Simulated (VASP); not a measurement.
# C (Fd-3m) in VASP: notebook

Runs on C. Level: r2SCAN. Tasks: single point.

Everything below comes from runs of VASP 6.6.1. Logs are shortened: lines on timing, memory, paths and dates and some standing lists are left out, and cuts for length are marked.

## 1. The cell of the first run

The structure is cubic, space group Fd-3m (No. 227). Conventional cell: a = 3.567 Å, b = 3.567 Å, c = 3.567 Å, α = 90.00°, β = 90.00°, γ = 90.00°. C (site symmetry -43m) has 4 C at 1.54 Å within 2.1 Å.

## 2. Single point, r2SCAN

The input, POSCAR:

```
C
1.0
    0.0000000000      1.7834400000      1.7834400000
    1.7834400000      0.0000000000      1.7834400000
    1.7834400000      1.7834400000      0.0000000000
C
2
Direct
    0.5000000000      0.5000000000      0.5000000000
    0.7500000000      0.7500000000      0.7500000000
```

The input, INCAR.step1:

```
SYSTEM = C
PREC = Accurate ; ENCUT = 660
ISMEAR = 0 ; SIGMA = 0.05
LREAL = .FALSE. ; LASPH = .TRUE.
NELM = 120 ; NBANDS = 11
GGA = PE ; ALGO = Normal
EDIFF = 1E-5 ; LWAVE = .TRUE.
LCHARG = .FALSE. ; GGA_COMPAT = .FALSE.
```

The input, INCAR.step2:

```
SYSTEM = C
PREC = Accurate ; ENCUT = 660
EDIFF = 1E-6 ; ISMEAR = 0
SIGMA = 0.05 ; LREAL = .FALSE.
LASPH = .TRUE. ; NELM = 120
ALGO = Normal ; ISIF = 2
LWAVE = .FALSE. ; LCHARG = .FALSE.
METAGGA = R2SCAN ; LMIXTAU = .TRUE.
NBANDS = 11 ; ISTART = 1
GGA_COMPAT = .FALSE.
```

The input, KPOINTS:

```
regular mesh
0
G
  12 12 12
  0 0 0
```

Potentials or basis: VASP PAW PBE potentials, release 64 (C).

Started as:

```console
> cat potpaw_PBE.64/C/POTCAR > POTCAR
> cp INCAR.step1 INCAR
> mpirun -np 1 vasp_std > vasp.out
> cp INCAR.step2 INCAR
> mpirun -np 1 vasp_std > vasp.out
```

OUTCAR:

```text
SYSTEM = C
   PREC = Accurate
   ENCUT = 660
   EDIFF = 1E-6
   ISMEAR = 0
   LREAL = .FALSE.
   LASPH = .TRUE.
   NELM = 120
   ISIF = 2
   METAGGA = R2SCAN
   ISTART = 1

 ion  position               nearest neighbor table
   1  0.500  0.500  0.500-   2 1.54   2 1.54   2 1.54   2 1.54
   2  0.750  0.750  0.750-   1 1.54   1 1.54   1 1.54   1 1.54

  LATTYP: Found a face centered cubic cell.
 ALAT       =     3.5668800000

  Lattice vectors:

 A1 = (   0.0000000000,   1.7834400000,   1.7834400000)
 A2 = (   1.7834400000,   0.0000000000,   1.7834400000)
 A3 = (   1.7834400000,   1.7834400000,   0.0000000000)

Analysis of symmetry for initial positions (statically):
=====================================================================
 Subroutine PRICEL returns:
 Original cell was already a primitive cell.

 Routine SETGRP: Setting up the symmetry group for a
 face centered cubic supercell.

 Subroutine GETGRP returns: Found 48 space group operations
 (whereof 24 operations were pure point group operations)
 out of a pool of 48 trial point group operations.

The static configuration has the point symmetry T_d .
 The point group associated with its full space group is O_h .

Analysis of symmetry for dynamics (positions and initial velocities):
=====================================================================
 Subroutine PRICEL returns:
 Original cell was already a primitive cell.

 Routine SETGRP: Setting up the symmetry group for a
 face centered cubic supercell.

 Subroutine GETGRP returns: Found 48 space group operations
 (whereof 24 operations were pure point group operations)
 out of a pool of 48 trial point group operations.

The dynamic configuration has the point symmetry T_d .
 The point group associated with its full space group is O_h .

 Subroutine INISYM returns: Found 48 space group operations
 (whereof 24 operations are pure point group operations),
 and found     1 'primitive' translations

----------------------------------------------------------------------------------------

                                     Primitive cell

  volume of cell :      11.3450

  direct lattice vectors                    reciprocal lattice vectors
     0.000000000  1.783440000  1.783440000    -0.280357063  0.280357063  0.280357063
     1.783440000  0.000000000  1.783440000     0.280357063 -0.280357063  0.280357063
     1.783440000  1.783440000  0.000000000     0.280357063  0.280357063 -0.280357063

  length of vectors
     2.522165036  2.522165036  2.522165036     0.485592677  0.485592677  0.485592677

  position of ions in fractional coordinates (direct lattice)
     0.500000000  0.500000000  0.500000000
     0.750000000  0.750000000  0.750000000

  ion indices of the primitive-cell ions
   primitive index   ion index
                 1           1
                 2           2

----------------------------------------------------------------------------------------

 KPOINTS: regular mesh

Automatic generation of k-mesh.
 Grid dimensions read from file:
 generate k-points for:   12   12   12

 Generating k-lattice:

  Cartesian coordinates                     Fractional coordinates (reciprocal lattice)
    -0.023363089  0.023363089  0.023363089     0.083333333  0.000000000  0.000000000
     0.023363089 -0.023363089  0.023363089     0.000000000  0.083333333  0.000000000
     0.023363089  0.023363089 -0.023363089     0.000000000  0.000000000  0.083333333

  Length of vectors
     0.040466056  0.040466056  0.040466056

  Shift w.r.t. Gamma in fractional coordinates (k-lattice)
     0.000000000  0.000000000  0.000000000

 Subroutine IBZKPT returns following result:
 ===========================================

 Found     72 irreducible k-points:

 Following reciprocal coordinates:
            Coordinates               Weight
  0.000000  0.000000  0.000000      1.000000
  0.083333  0.000000  0.000000      8.000000
  0.166667  0.000000  0.000000      8.000000
  0.250000  0.000000  0.000000      8.000000
  0.333333  0.000000  0.000000      8.000000
  0.416667  0.000000  0.000000      8.000000
[... 16 lines left out ...]
  0.500000  0.166667  0.000000     24.000000
 -0.416667  0.166667  0.000000     24.000000
 [... further k-points ...]
   k-points           NKPTS =     72   k-points in BZ     NKDIM =     72   number of bands    NBANDS=     11
   number of dos      NEDOS =    301   number of ions     NIONS =      2
   total plane-waves  NPLWV =  13824
   dimension x,y,z NGX =    24 NGY =   24 NGZ =   24
   dimension x,y,z NGXF=    48 NGYF=   48 NGZF=   48
   ions per type =               2
   NGX,Y,Z   is equivalent  to a cutoff of  15.82, 15.82, 15.82 a.u.
   NGXF,Y,Z  is equivalent  to a cutoff of  31.64, 31.64, 31.64 a.u.
 SYSTEM =  C
   PREC   = accura    normal or accurate (medium, high low for compatibility)
   ISTART =      1    job   : 0-new  1-cont  2-samecut
   ICHARG =      0    charge: 1-file 2-atom 10-const
   ISPIN  =      1    spin polarized calculation?
   LNONCOLLINEAR =      F non collinear calculations
   LSORBIT =      F    spin-orbit coupling
   LASPH  =      T    aspherical Exc in radial PAW
   ENCUT  =  660.0 eV  48.51 Ry    6.96 a.u.   5.28  5.28  5.28*2*pi/ulx,y,z
   NELM   =    120;   NELMIN=  2; NELMDL=  0     # of ELM steps
   EDIFF  = 0.1E-05   stopping-criterion for ELM
   LREAL  =      F    real-space projection
   EDIFFG = 0.1E-04   stopping-criterion for IOM
   NSW    =      0    number of steps for IOM
   IBRION =     -1    ionic relax: 0-MD 1-quasi-New 2-CG
   NFREE  =      0    steps in history (QN), initial steepest desc. (CG)
   ISIF   =      2    stress and relaxation
   ISYM   =      2    0-nonsym 1-usesym 2-fastsym
   POTIM  = 0.5000    time-step for ionic-motion
   TEBEG  =    0.0;   TEEND  =   0.0 temperature during run
   PSTRESS=    0.0 pullay stress
   NELECT =       8.0000    total number of electrons
   NUPDOWN=      -1.0000    fix difference up-down
   EMIN   =  10.00;   EMAX   =-10.00  energy-range for DOS
   EFERMI =   0.00;   METHOD = LEGACY
   ISMEAR =     0;   SIGMA  =   0.05  broadening in eV -4-tet -1-fermi 0-gaus
   EFERMI_NEDOS =   21; number of points for ismear=-14 and -15
   IALGO  =     38    algorithm
   IMIX   =      4    mixing-type and parameters
     AMIX     =   0.40;   BMIX     =  1.00
     AMIX_MAG =   1.60;   BMIX_MAG =  1.00
  volume/ion in A,a.u.               =       5.67        38.28
  Fermi-wavevector in a.u.,A,eV,Ry     =   1.457146  2.753606 28.888893  2.123274
  Thomas-Fermi vector in A             =   2.573981
   LORBIT       =      0    0 simple, 1 ext, 2 COOP (PROOUT), +10 PAW based schemes
   METAGGA = R2SCAN    functional components
   LHFCALC =     F    Hartree Fock is set to
   AEXX    =    0.0000 exact exchange contribution
   IVDW    =     0    specifies the selected vdW correction
   LEPSILON=     F    determine dielectric tensor
   LRPA    =     F    only Hartree local field effects (RPA)
 non-spin polarized calculation
 Gauss-broadening in eV      SIGMA  =   0.05
  energy-cutoff  :      660.00
  volume of cell :       11.35
 maximum number of plane-waves:       448
 NGX is ok and might be reduce to    24
   NGX = 11   NGY = 11   NGZ = 11

 number of electron       8.0000000 magnetization

 Free energy of the ion-electron system (eV)
  ---------------------------------------------------
  ext. energy  EPLUGINS =         0.00000000
  ---------------------------------------------------
  free energy    TOTEN  =       -19.66904495 eV

  energy without entropy =      -19.66904495  energy(sigma->0) =      -19.66904495

 E-fermi :  10.0886     XC(G=0): -14.2562

 val. band max:        9.7081180307   @ k =   0.0000   0.0000   0.0000
 cond. band min:      14.0516627779   @ k =   0.3333   0.3333   0.0000
 fundamental gap:      4.3435447472
 Fermi energy:        10.0886145857

 k-point     1 :       0.0000    0.0000    0.0000
  band No.  band energies     occupation
      1     -12.9838      2.00000
      2       9.7081      2.00000
      3       9.7081      2.00000
      4       9.7081      2.00000
      5      15.5437      0.00000
      6      15.5437      0.00000
      7      15.5437      0.00000
      8      23.5221      0.00000
      9      30.1047      0.00000
     10      37.0964      0.00000
     11      37.0964      0.00000

 k-point     2 :       0.0833    0.0000    0.0000
  band No.  band energies     occupation
      1     -12.7833      2.00000
      2       8.3914      2.00000
      3       9.3631      2.00000
      4       9.3631      2.00000
      5      15.9959      0.00000
      6      15.9959      0.00000
      7      16.3108      0.00000
      8      23.7261      0.00000
      9      30.4485      0.00000
     10      35.0466      0.00000
     11      35.0466      0.00000

 k-point     3 :       0.1667    0.0000    0.0000
  band No.  band energies     occupation
      1     -12.1836      2.00000
      2       5.6991      2.00000
      3       8.6167      2.00000
      4       8.6167      2.00000
      5      16.9759      0.00000
      6      16.9759      0.00000
      7      17.4456      0.00000
      8      24.3141      0.00000
      9      31.1664      0.00000
     10      33.4072      0.00000
     11      33.4072      0.00000

 k-point     4 :       0.2500    0.0000    0.0000
  band No.  band energies     occupation
      1     -11.1946      2.00000
      2       2.7033      2.00000
      3       7.8490      2.00000
      4       7.8490      2.00000
      5      17.8858      0.00000
      6      17.8858      0.00000
      7      18.1896      0.00000
      8      25.1322      0.00000
      9      31.6023      0.00000
     10      33.0010      0.00000
     11      33.0010      0.00000
[... 239 lines left out ...]
 k-point    22 :       0.4167    0.1667    0.0000
  band No.  band energies     occupation
      1      -8.6367      2.00000
      2      -0.6514      2.00000
      3       5.1549      2.00000
      4       5.4114      2.00000
      5      16.7055      0.00000
      6      21.2960      0.00000
      7      21.3395      0.00000
      8      23.0958      0.00000
      9      32.0187      0.00000
     10      33.3865      0.00000
     11      38.3471      0.00000

 k-point    23 :       0.5000    0.1667    0.0000
  band No.  band energies     occupation
      1      -7.0161      2.00000
      2      -2.9680      2.00000
      3       4.4008      2.00000
      4       5.5025      2.00000
      5      17.1513      0.00000
      6      20.9970      0.00000
      7      21.4435      0.00000
      8      24.8298      0.00000
      9      31.0215      0.00000
     10      34.8881      0.00000
     11      37.5529      0.00000

 k-point    24 :      -0.4167    0.1667    0.0000
  band No.  band energies     occupation
      1      -6.5914      2.00000
      2      -3.4836      2.00000
      3       3.8915      2.00000
      4       5.9011      2.00000
      5      17.6110      0.00000
      6      20.4709      0.00000
      7      21.4212      0.00000
      8      26.0897      0.00000
      9      30.2634      0.00000
     10      34.9767      0.00000
     11      35.6976      0.00000

 [... further k-points ...]
[... 5 lines left out ...]
  --------------------------------------------------------------------------------------
  -------------------------------------------------------------------------------------
  Total       -0.1665088     -0.1665088     -0.1665088      0.0000000      0.0000000      0.0000000
  in kB      -23.5148520    -23.5148520    -23.5148520      0.0000000      0.0000000      0.0000000
  external PRESSURE =     -23.5148520 kB  Pullay stress =       0.0000000 kB

 VOLUME and BASIS-vectors are now :
 -----------------------------------------------------------------------------
  energy-cutoff  :      660.00
  volume of cell :       11.35
      direct lattice vectors                 reciprocal lattice vectors
     0.000000000  1.783440000  1.783440000    -0.280357063  0.280357063  0.280357063
     1.783440000  0.000000000  1.783440000     0.280357063 -0.280357063  0.280357063
     1.783440000  1.783440000  0.000000000     0.280357063  0.280357063 -0.280357063

 POSITION                                       TOTAL-FORCE (eV/Angst)
 -----------------------------------------------------------------------------------
      1.78344      1.78344      1.78344        -0.000000     -0.000000     -0.000000
      2.67516      2.67516      2.67516         0.000000      0.000000      0.000000
 -----------------------------------------------------------------------------------
    total drift:                                0.000000      0.000000      0.000000

  FREE ENERGIE OF THE ION-ELECTRON SYSTEM (eV)
  ---------------------------------------------------
  free  energy   TOTEN  =       -19.6690449464 eV

  energy  without entropy=      -19.6690449464  energy(sigma->0) =      -19.66904495
```

Run time: 16 s. Hardware: 1 thread of Intel Xeon 6975P-C (Granite Rapids), shared host; peak memory 0.13 GiB.

What came out:

| Property | Result |
| --- | --- |
| Free energy | -19.6690 eV |
| Pressure | -2.4 GPa |
| Band gap on the k mesh | 4.34 eV, indirect (least direct gap 5.84 eV) |

Caveat: the PAW data sets were made with another functional, which shifts forces and pressure a little. r2SCAN opens gaps a little over a GGA but as a rule still falls short of measured ones.

## 3. Single point, r2SCAN

POSCAR is that of step 2.

The input, INCAR.step1:

```
ALGO = Normal ; EDIFF = 1E-5
ENCUT = 660 ; GGA = PE
GGA_COMPAT = False ; ISMEAR = -1
LASPH = True ; LCHARG = False
LREAL = False ; LWAVE = True
NBANDS = 11 ; NELM = 120
PREC = Accurate ; SIGMA = 0.001
```

The input, INCAR.step2:

```
ALGO = Normal ; EDIFF = 1E-6
ENCUT = 660 ; GGA_COMPAT = False
ISIF = 2 ; ISMEAR = -1
ISTART = 1 ; LASPH = True
LCHARG = False ; LMIXTAU = True
LREAL = False ; LWAVE = False
METAGGA = R2SCAN ; NBANDS = 11
NELM = 120 ; PREC = Accurate
SIGMA = 0.001
```

The input, KPOINTS:

```
k-points
0
Gamma
  12 12 12
```

Potentials or basis: VASP PAW PBE potentials, release 64 (C).

Started as:

```console
> cat potpaw_PBE.64/C/POTCAR > POTCAR
> cp INCAR.step1 INCAR
> mpirun -np 1 vasp_std > vasp.out
> cp INCAR.step2 INCAR
> mpirun -np 1 vasp_std > vasp.out
```

Wall time 16 s (1 thread of Intel Xeon 6975P-C (Granite Rapids), shared host); peak memory 0.13 GiB.

It converged, with:

```
Free energy            : -19.6690 eV
Pressure               : -2.4 GPa
Band gap on the k mesh : 4.34 eV, indirect (least direct gap 5.84 eV)
```

Levels at points of the mesh, in eV from the valence-band top:
```
           k point  band 1  band 2  band 3  band 4  band 5  band 6  band 7  band 8  band 9
(0.00, 0.00, 0.00)  -22.69    0.00    0.00    0.00    5.84    5.84    5.84   13.81   20.40
(0.50, 0.00, 0.00)  -16.75  -14.04   -2.98   -2.98    8.88    8.88    9.13   16.70   23.20
(0.50, 0.50, 0.00)  -13.59  -13.59   -6.66   -6.66    5.00    5.00   17.87   17.87   24.61
```

Caveat: the PAW data sets were made with another functional, which shifts forces and pressure a little. r2SCAN opens gaps a little over a GGA but as a rule still falls short of measured ones.

## 4. Single point, r2SCAN

POSCAR is that of step 3.

The input, INCAR.step1:

```
SYSTEM = C
PREC     = Accurate       ! precision mode
ENCUT    = 660            ! plane-wave cutoff, eV
ISMEAR   = -1             ! smearing method
SIGMA    = 0.05           ! smearing width, eV
LREAL    = .False.        ! projectors in reciprocal space
LASPH    = .True.         ! aspherical terms in the spheres
NELM     = 120            ! most SCF steps
NBANDS   = 11             ! bands
GGA      = PE             ! functional
ALGO     = Normal         ! electronic algorithm
EDIFF    = 1E-5           ! SCF threshold, eV
LWAVE    = .True.         ! write WAVECAR
LCHARG   = .False.        ! write CHGCAR
GGA_COMPAT= .False.
```

The input, INCAR.step2:

```
SYSTEM = C
PREC     = Accurate       ! precision mode
ENCUT    = 660            ! plane-wave cutoff, eV
EDIFF    = 1E-6           ! SCF threshold, eV
ISMEAR   = -1             ! smearing method
SIGMA    = 0.05           ! smearing width, eV
LREAL    = .False.        ! projectors in reciprocal space
LASPH    = .True.         ! aspherical terms in the spheres
NELM     = 120            ! most SCF steps
ALGO     = Normal         ! electronic algorithm
ISIF     = 2              ! what is computed and relaxed
LWAVE    = .False.        ! write WAVECAR
LCHARG   = .False.        ! write CHGCAR
METAGGA  = R2SCAN         ! meta-GGA
LMIXTAU  = .True.       
NBANDS   = 11             ! bands
ISTART   = 1            
GGA_COMPAT= .False.
```

The input, KPOINTS:

```
Automatic mesh
0
Gamma
  12 12 12
  0 0 0
```

Started as:

```console
> cat potpaw_PBE.64/C/POTCAR > POTCAR
> cp INCAR.step1 INCAR
> mpirun -np 1 vasp_std > vasp.out
> cp INCAR.step2 INCAR
> mpirun -np 1 vasp_std > vasp.out
```

Run time: 16 s. Hardware: 1 thread of Intel Xeon 6975P-C (Granite Rapids), shared host; peak memory 0.13 GiB.

The run converged. Its results:

```yaml
Free_energy: -19.6690 eV
Pressure: -2.4 GPa
Band_gap_on_the_k_mesh: 4.34 eV, indirect (least direct gap 5.84 eV)
```

Levels at points of the mesh, in eV from the valence-band top:
```tsv
k point	band 1	band 2	band 3	band 4	band 5	band 6	band 7	band 8	band 9
(0.00, 0.00, 0.00)	-22.69	0.00	0.00	0.00	5.84	5.84	5.84	13.81	20.40
(0.50, 0.00, 0.00)	-16.75	-14.04	-2.98	-2.98	8.88	8.88	9.13	16.70	23.20
(0.50, 0.50, 0.00)	-13.59	-13.59	-6.66	-6.66	5.00	5.00	17.87	17.87	24.61
```

Caveat: the PAW data sets were made with another functional, which shifts forces and pressure a little.

## 5. Summary

```csv
smearing,gap on the mesh (eV),pressure (GPa)
gaussian 0.05 eV,4.34,-2.4
fermi-dirac 0.001 eV,4.34,-2.4
fermi-dirac 0.05 eV,4.34,-2.4
```

Alike in all rows: task single point; level r2SCAN; potentials or basis VASP PAW PBE potentials, release 64 (C); no spin polarisation; cell as given; k mesh 12 × 12 × 12; cutoff (eV) 660.

On the cell as given the gap runs from 4.34 eV (r2SCAN) to 4.34 eV (r2SCAN).

Caveats: the PAW data sets were made with another functional, which shifts forces and pressure a little.

Total energies depend on the potentials used, so only differences within one code and one set of settings carry meaning.
